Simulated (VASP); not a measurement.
# Li (P6_3/mmc) in VASP: notebook, part 2 of 2

VASP 6.6.1. The steps go on from the part before.

### 3 Single point, LDA (functional lda, volume scaled by 1.04)

INCAR reads:

```
SYSTEM = Li
PREC = Accurate
ENCUT = 520
EDIFF = 1E-6
ISMEAR = -1
SIGMA = 0.05
LREAL = .FALSE.
LASPH = .TRUE.
NELM = 60
ALGO = Normal
ISIF = 2
LWAVE = .FALSE.
LCHARG = .FALSE.
GGA = CA
NBANDS = 10
```

KPOINTS reads:

```
Automatic mesh
0
G
  16 16 9
  0 0 0
```

POSCAR reads:

```
Li
1.0
    3.0946155067      0.0000000000      0.0000000000
   -1.5473077534      2.6800156438      0.0000000000
    0.0000000000      0.0000000000      5.0609352817
Li
2
Direct
    0.3333333333      0.6666666667      0.2500000000
    0.6666666667      0.3333333333      0.7500000000
```

Potentials or basis: VASP PAW LDA potentials, release 64 (Li_sv).

On the command line:

```
$ cat potpaw_LDA.64/Li_sv/POTCAR > POTCAR
$ mpirun -np 1 vasp_std > vasp.out
```

Wall time 14 s (1 thread of Intel Xeon 6975P-C, shared host); peak memory 0.16 GiB.

Results (log left out):

```yaml
Free_energy: -4.0821 eV
Band_gap_on_the_k_mesh: zero (band 3 reaches 2.24 eV, above the bottom of band 4 at -1.62 eV)
```

Levels at points of the mesh, in eV from the Fermi level:
```
           k point  band 1  band 2  band 3  band 4  band 5  band 6
(0.00, 0.00, 0.00)  -45.69  -45.68   -3.45   -0.02    2.84   11.98
(0.50, 0.00, 0.00)  -45.68  -45.67   -0.07    1.01    4.53    5.73
```

Caveat: the cell differs from its parent crystal (functional lda, volume scaled by 1.04); the cutoff is under 1.25 times the usual one of these potentials, so pressure, stress and relaxed cells hold a basis-set (Pulay) error.

### 4 Single point, LDA

This run uses another cell than the first one, of 20.99 Å³/atom, 1.040 times its volume.

INCAR reads:

```
PREC = Accurate
ENCUT = 520
EDIFF = 1E-6
ISMEAR = -4
SIGMA = 0.1
LREAL = False
LASPH = True
NELM = 100
ALGO = Normal
ISIF = 2
LWAVE = False
LCHARG = False
GGA = CA
NBANDS = 10
```

KPOINTS reads:

```
regular mesh
0
Gamma
  16 16 9
```

POSCAR is that of step 3.

Potentials or basis: VASP PAW LDA potentials, release 64 (Li_sv).

On the command line:

```
$ cat potpaw_LDA.64/Li_sv/POTCAR > POTCAR
$ mpirun -np 1 vasp_std > vasp.out
```

OUTCAR:

```text
PREC = Accurate
   ENCUT = 520
   EDIFF = 1E-6
   ISMEAR = -4
   LREAL = False
   LASPH = True
   NELM = 100
   ISIF = 2
   GGA = CA

 ion  position               nearest neighbor table
   1  0.333  0.667  0.250-
   2  0.667  0.333  0.750-

  LATTYP: Found a hexagonal cell.
 ALAT       =     3.0946155067
 C/A-ratio  =     1.6354003497

  Lattice vectors:

 A1 = (   3.0946155067,   0.0000000000,   0.0000000000)
[... 490 lines left out ...]
      1     -45.1735      2.00000
      2     -45.1656      2.00000
      3      -0.7029      2.00000
      4       3.4172      0.00000
      5       3.5947      0.00000
      6       5.2712      0.00000
      7       7.2327      0.00000
      8       9.5425      0.00000
      9      11.0816      0.00000
     10      11.7789      0.00000

 [... further k-points ...]
[... 5 lines left out ...]
  --------------------------------------------------------------------------------------
  -------------------------------------------------------------------------------------
  Total       -0.3410253     -0.3410253     -0.3708231      0.0000000      0.0000000      0.0000000
  in kB      -13.0173456    -13.0173456    -14.1547601      0.0000000      0.0000000      0.0000000
  external PRESSURE =     -13.3964838 kB  Pullay stress =       0.0000000 kB

 VOLUME and BASIS-vectors are now :
 -----------------------------------------------------------------------------
  energy-cutoff  :      520.00
  volume of cell :       41.97
      direct lattice vectors                 reciprocal lattice vectors
     3.094615507  0.000000000  0.000000000     0.323141921  0.186566075  0.000000000
    -1.547307753  2.680015644  0.000000000     0.000000000  0.373132150  0.000000000
     0.000000000  0.000000000  5.060935282     0.000000000  0.000000000  0.197591936

 POSITION                                       TOTAL-FORCE (eV/Angst)
 -----------------------------------------------------------------------------------
     -0.00000      1.78668      1.26523        -0.000000     -0.000000      0.000000
      1.54731      0.89334      3.79570         0.000000      0.000000      0.000000
 -----------------------------------------------------------------------------------
    total drift:                               -0.000000      0.000000      0.000000

  FREE ENERGIE OF THE ION-ELECTRON SYSTEM (eV)
  ---------------------------------------------------
  free  energy   TOTEN  =        -4.0388788615 eV

  energy  without entropy=       -4.0388788615  energy(sigma->0) =       -4.03887886
```

OSZICAR:

```text
N       E                     dE             d eps       ncg     rms          rms(c)
DAV:   1     0.166161855207E+02    0.16616E+02   -0.31919E+03  3008   0.560E+02
DAV:   2    -0.147149046178E+01   -0.18088E+02   -0.17671E+02  3882   0.106E+02
DAV:   3    -0.397430511947E+01   -0.25028E+01   -0.24874E+01  4710   0.313E+01
DAV:   4    -0.404149722111E+01   -0.67192E-01   -0.67104E-01  4022   0.519E+00
DAV:   5    -0.404230718669E+01   -0.80997E-03   -0.80993E-03  3946   0.535E-01    0.357E-01
DAV:   6    -0.404002520773E+01    0.22820E-02   -0.77810E-04  5524   0.139E-01    0.200E-01
DAV:   7    -0.403887127605E+01    0.11539E-02   -0.16107E-03  5808   0.195E-01    0.374E-02
DAV:   8    -0.403887808914E+01   -0.68131E-05   -0.55359E-05  3434   0.726E-02    0.339E-03
DAV:   9    -0.403887886147E+01   -0.77233E-06   -0.15275E-06  3980   0.114E-02
   1 F= -.40388789E+01 E0= -.40388789E+01  d E =0.000000E+00
```

Run time: 16 s. Hardware: 1 thread of Intel Xeon 6975P-C, shared host; peak memory 0.17 GiB.

What came out:

- Free energy: -4.0389 eV
- Band gap on the k mesh: zero (band 3 reaches 2.24 eV, above the bottom of band 4 at -1.62 eV)

Levels at points of the mesh, in eV from the Fermi level:
| k point | band 1 | band 2 | band 3 | band 4 | band 5 | band 6 | band 7 |
| --- | --- | --- | --- | --- | --- | --- | --- |
| (0.00, 0.00, 0.00) | -45.69 | -45.68 | -3.45 | -0.02 | 2.84 | 11.98 | 11.98 |
| (0.50, 0.00, 0.00) | -45.68 | -45.67 | -0.07 | 1.01 | 4.53 | 5.73 | 6.04 |

Caveat: the cutoff is under 1.25 times the usual one of these potentials, so pressure, stress and relaxed cells hold a basis-set (Pulay) error.

### 5 Relaxation of cell and atoms, PBE

This run uses another cell than the first one, of 16.41 Å³/atom, 0.813 times its volume.

INCAR reads:

```
SYSTEM = Li
PREC = Accurate
ENCUT = 600
EDIFF = 1E-7
ISMEAR = -1
SIGMA = 0.05
LREAL = .FALSE.
LASPH = .TRUE.
NELM = 80
ALGO = Normal
ISIF = 3
LWAVE = .FALSE.
LCHARG = .FALSE.
GGA = PE
IBRION = 2
NSW = 100
EDIFFG = -0.005
```

KPOINTS reads:

```
Automatic mesh
0
G
  16 16 9
  0 0 0
```

POSCAR reads:

```
Li
1.0
    2.8601932136      0.0000000000      0.0000000000
   -1.4300966068      2.4769999827      0.0000000000
    0.0000000000      0.0000000000      4.6335130061
Li
2
Direct
    0.3333333333      0.6666666667      0.2500000000
    0.6666666667      0.3333333333      0.7500000000
```

Potentials or basis: VASP PAW PBE potentials, release 64 (Li_sv).

On the command line:

```
$ cat potpaw_PBE.64/Li_sv/POTCAR > POTCAR
$ mpirun -np 1 vasp_std > vasp.out
```

Run time: 87 s. Hardware: 1 thread of Intel Xeon 6975P-C, shared host; peak memory 0.17 GiB.

The run converged. Its results:

```
Free energy                            : -3.8128 eV
Relaxed volume                         : 20.12 Å³/atom
Relaxed cell                           : a = 3.051 Å, b = 3.051 Å, c = 4.989 Å, α = 90.00°, β = 90.00°, γ = 120.00°
Space group after relaxing (to 0.05 Å) : P6_3/mmc (No. 194)
Energy gained by relaxing              : 40.2 meV/atom
Ionic steps                            : 7
Pressure after relaxing                : 0.0 GPa
Band gap on the k mesh                 : zero (band 3 reaches 2.44 eV, above the bottom of band 4 at -1.55 eV)
```

The path:
```tsv
step	energy change (eV)	largest force (eV/Å)	pressure (GPa)	volume (Å³)
1	0.0000	0.0000	3.93	32.83
2	-0.0394	0.0000	2.59	34.77
3	-0.0799	0.0000	0.24	39.63
4	-0.0804	0.0000	0.01	40.24
5	-0.0804	0.0000	-0.05	40.40
6	-0.0804	0.0000	-0.03	40.35
7	-0.0805	0.0000	0.01	40.23
```

Final structure:
```
Li
1.0
     3.05145    0.00000    0.00000
    -1.52573    2.64264    0.00000
     0.00000    0.00000    4.98930
Li
2
Direct
  0.33333 0.66667 0.25000
  0.66667 0.33333 0.75000
```

Levels at points of the mesh, in eV from the Fermi level:
| k point | band 1 | band 2 | band 3 | band 4 | band 5 | band 6 | band 7 |
| --- | --- | --- | --- | --- | --- | --- | --- |
| (0.00, 0.00, 0.00) | -46.51 | -46.49 | -3.57 | -0.02 | 2.94 | 12.54 | 12.54 |
| (0.50, 0.00, 0.00) | -46.49 | -46.49 | -0.08 | 1.05 | 4.71 | 5.86 | 6.28 |

Caveat: the cutoff is under 1.25 times the usual one of these potentials, so pressure, stress and relaxed cells hold a basis-set (Pulay) error; the volume moved by over 15 % at a fixed basis, so the end points are rough.

### 6 Summary

```csv
task,level,potentials or basis,cell,cutoff (eV),smearing,gap on the mesh (eV)
single point,PBEsol,"VASP PAW PBE potentials, release 64 (Li_sv)","a = 3.054, b = 3.054, c = 4.995 Å, angles 90.0, 90.0, 120.0°, 2 atoms",520,fermi-dirac 0.05 eV,none
single point,LDA,"VASP PAW LDA potentials, release 64 (Li_sv)","a = 3.095, b = 3.095, c = 5.061 Å, angles 90.0, 90.0, 120.0°, 2 atoms",520,fermi-dirac 0.05 eV,none
single point,LDA,"VASP PAW LDA potentials, release 64 (Li_sv)","a = 3.095, b = 3.095, c = 5.061 Å, angles 90.0, 90.0, 120.0°, 2 atoms",520,tetrahedron,none
relaxation of cell and atoms,PBE,"VASP PAW PBE potentials, release 64 (Li_sv)","relaxed from a = 2.860, b = 2.860, c = 4.634 Å, angles 90.0, 90.0, 120.0°, 2 atoms",600,fermi-dirac 0.05 eV,none
```

Alike in all rows: no spin polarisation; k mesh 16 × 16 × 9.

Caveats: the cutoff is under 1.25 times the usual one of these potentials, so pressure, stress and relaxed cells hold a basis-set (Pulay) error; the PAW data sets were made with another functional, which shifts forces and pressure a little (some runs); the volume moved by over 15 % at a fixed basis, so the end points are rough (some runs).

Absolute energies hang on the potentials; compare differences alone.
